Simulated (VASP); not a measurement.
# Be (Pm-3m) in VASP: notebook, part 2 of 2

VASP 6.6.1.

## 5. Single point, PBE

This run uses another cell than the first one, of 10.26 Å³/atom, 0.926 times its volume.

The input, INCAR:

```
PREC = Accurate ; ENCUT = 520
EDIFF = 1E-7 ; ISMEAR = -1
SIGMA = 0.1 ; LREAL = F
LASPH = T ; NELM = 80
ALGO = Normal ; ISIF = 2
LWAVE = F ; LCHARG = T
GGA = PE ; LELF = T
LVHAR = T ; NBANDS = 7
```

The input, KPOINTS:

```
Automatic mesh
0
Gamma
  24 24 24
```

The input, POSCAR:

```
Be
1.0
    2.1728641133      0.0000000000      0.0000000000
    0.0000000000      2.1728641133      0.0000000000
    0.0000000000      0.0000000000      2.1728641133
Be
1
Direct
    0.0000000000      0.0000000000      0.0000000000
```

Potentials or basis: VASP PAW PBE potentials, release 64 (Be).

Started as:

```sh
> cat potpaw_PBE.64/Be/POTCAR > POTCAR
> mpirun -np 1 vasp_std > vasp.out
```

OUTCAR:

```text
PREC = Accurate
   ENCUT = 520
   EDIFF = 1E-7
   ISMEAR = -1
   LREAL = F
   LASPH = T
   NELM = 80
   ISIF = 2
   GGA = PE

 ion  position               nearest neighbor table
   1  0.000  0.000  0.000-

  LATTYP: Found a simple cubic cell.
 ALAT       =     2.1728641133

  Lattice vectors:

 A1 = (   2.1728641133,   0.0000000000,   0.0000000000)
 A2 = (   0.0000000000,   2.1728641133,   0.0000000000)
 A3 = (   0.0000000000,   0.0000000000,   2.1728641133)

Analysis of symmetry for initial positions (statically):
=====================================================================
 Subroutine PRICEL returns:
 Original cell was already a primitive cell.

 Routine SETGRP: Setting up the symmetry group for a
 simple cubic supercell.

 Subroutine GETGRP returns: Found 48 space group operations
 (whereof 48 operations were pure point group operations)
 out of a pool of 48 trial point group operations.

The static configuration has the point symmetry O_h .

Analysis of symmetry for dynamics (positions and initial velocities):
=====================================================================
 Subroutine PRICEL returns:
 Original cell was already a primitive cell.

 Routine SETGRP: Setting up the symmetry group for a
 simple cubic supercell.

 Subroutine GETGRP returns: Found 48 space group operations
 (whereof 48 operations were pure point group operations)
 out of a pool of 48 trial point group operations.

The dynamic configuration has the point symmetry O_h .

 Subroutine INISYM returns: Found 48 space group operations
 (whereof 48 operations are pure point group operations),
 and found     1 'primitive' translations

----------------------------------------------------------------------------------------

                                     Primitive cell

[... 100 lines left out ...]
   NUPDOWN=      -1.0000    fix difference up-down
   EMIN   =  10.00;   EMAX   =-10.00  energy-range for DOS
   EFERMI =   0.00;   METHOD = LEGACY
   ISMEAR =    -1;   SIGMA  =   0.10  broadening in eV -4-tet -1-fermi 0-gaus
   EFERMI_NEDOS =   21; number of points for ismear=-14 and -15
   IALGO  =     38    algorithm
   IMIX   =      4    mixing-type and parameters
     AMIX     =   0.40;   BMIX     =  1.00
     AMIX_MAG =   1.60;   BMIX_MAG =  1.00
  volume/ion in A,a.u.               =      10.26        69.23
  Fermi-wavevector in a.u.,A,eV,Ry     =   0.949261  1.793843 12.260159  0.901096
  Thomas-Fermi vector in A             =   2.077527
   LORBIT       =      0    0 simple, 1 ext, 2 COOP (PROOUT), +10 PAW based schemes
   GGA     = PE    functional components
[... 5 lines left out ...]
 non-spin polarized calculation
  energy-cutoff  :      520.00
  volume of cell :       10.26
 maximum number of plane-waves:       292
   NGX =  9   NGY =  9   NGZ =  9

 number of electron       2.0000000 magnetization

 Free energy of the ion-electron system (eV)
  ---------------------------------------------------
  ext. energy  EPLUGINS =         0.00000000
  ---------------------------------------------------
  free energy    TOTEN  =        -2.76913965 eV

  energy without entropy =       -2.75680035  energy(sigma->0) =       -2.76297000

 E-fermi :   4.7784     XC(G=0):  -9.7614

 val. band max:        4.7740357486   @ k =   0.5000   0.3750   0.1667
 cond. band min:       4.7886716680   @ k =   0.4167   0.1667   0.0000
 fundamental gap:      0.0146359193
 Fermi energy:         4.7784317243

 k-point     1 :       0.0000    0.0000    0.0000
  band No.  band energies     occupation
      1      -4.8987      2.00000
      2      18.3211      0.00000
      3      18.3211      0.00000
      4      18.3211      0.00000
      5      23.9866      0.00000
      6      23.9866      0.00000
      7      32.7073      0.00000
[... 221 lines left out ...]
 k-point    24 :       0.4583    0.0417    0.0000
  band No.  band energies     occupation
      1      -0.1177      2.00000
      2       3.4299      2.00000
      3      21.4995      0.00000
      4      21.9121      0.00000
      5      28.7986      0.00000
      6      29.9435      0.00000
      7      32.8866      0.00000

 [... further k-points ...]

------------------------ aborting loop because EDIFF is reached ----------------------------------------

  FORCE on cell =-STRESS in cart. coord.  units (eV):
  Direction    XX          YY          ZZ          XY          YZ          ZX
  --------------------------------------------------------------------------------------
  -------------------------------------------------------------------------------------
  Total        0.0134550      0.0134550      0.0134550      0.0000000     -0.0000000      0.0000000
  in kB        2.1013401      2.1013401      2.1013401      0.0000000     -0.0000000      0.0000000
  external PRESSURE =       2.1013401 kB  Pullay stress =       0.0000000 kB

 VOLUME and BASIS-vectors are now :
 -----------------------------------------------------------------------------
  energy-cutoff  :      520.00
  volume of cell :       10.26
      direct lattice vectors                 reciprocal lattice vectors
     2.172864113  0.000000000  0.000000000     0.460222061  0.000000000  0.000000000
     0.000000000  2.172864113  0.000000000     0.000000000  0.460222061  0.000000000
     0.000000000  0.000000000  2.172864113     0.000000000  0.000000000  0.460222061

 POSITION                                       TOTAL-FORCE (eV/Angst)
 -----------------------------------------------------------------------------------
      0.00000      0.00000      0.00000         0.000000      0.000000      0.000000
 -----------------------------------------------------------------------------------
    total drift:                                0.000000     -0.000000     -0.000000

  FREE ENERGIE OF THE ION-ELECTRON SYSTEM (eV)
  ---------------------------------------------------
  free  energy   TOTEN  =        -2.7691396536 eV

  energy  without entropy=       -2.7568003497  energy(sigma->0) =       -2.76297000
```

stdout:

```text
POSCAR found type information on POSCAR Be
 POSCAR found :  1 types and       1 ions
 scaLAPACK will be used
 LDA part: xc-table for (Slater+PW92), standard interpolation
 POSCAR, INCAR and KPOINTS ok, starting setup
 FFT: planning ... GRIDC
 FFT: planning ... GRID_SOFT
 FFT: planning ... GRID
 WAVECAR not read
 entering main loop
```

Run time: 4.7 s. Hardware: 1 thread of Intel Xeon 6975P-C (Granite Rapids), shared host; peak memory 0.13 GiB.

Results:

```yaml
Free_energy: -2.7691 eV
Pressure: 0.2 GPa
Band_gap_on_the_k_mesh: zero (band 1 reaches 10.16 eV, above the bottom of band 2 at 3.01 eV)
```

## 6. Overview

```tsv
task	cell	k mesh	cutoff (eV)	gap on the mesh (eV)	pressure (GPa)
single point	a = 2.229 Å, 1 atom	16 × 16 × 16	520	none	-4.9
single point	a = 2.257 Å, 1 atom	16 × 16 × 16	520	none	-6.9
relaxation of cell and atoms	relaxed from a = 2.062 Å, 1 atom	15 × 15 × 15	600	none	0.0
single point	a = 2.173 Å, 1 atom	24 × 24 × 24	520	none	0.2
```

Alike in all rows: level PBE; potentials or basis VASP PAW PBE potentials, release 64 (Be); no spin polarisation; smearing fermi-dirac 0.1 eV.

Caveats: the volume moved by over 15 % at a fixed basis, so the end points are rough (some runs).

Absolute energies hang on the potentials; compare differences alone.
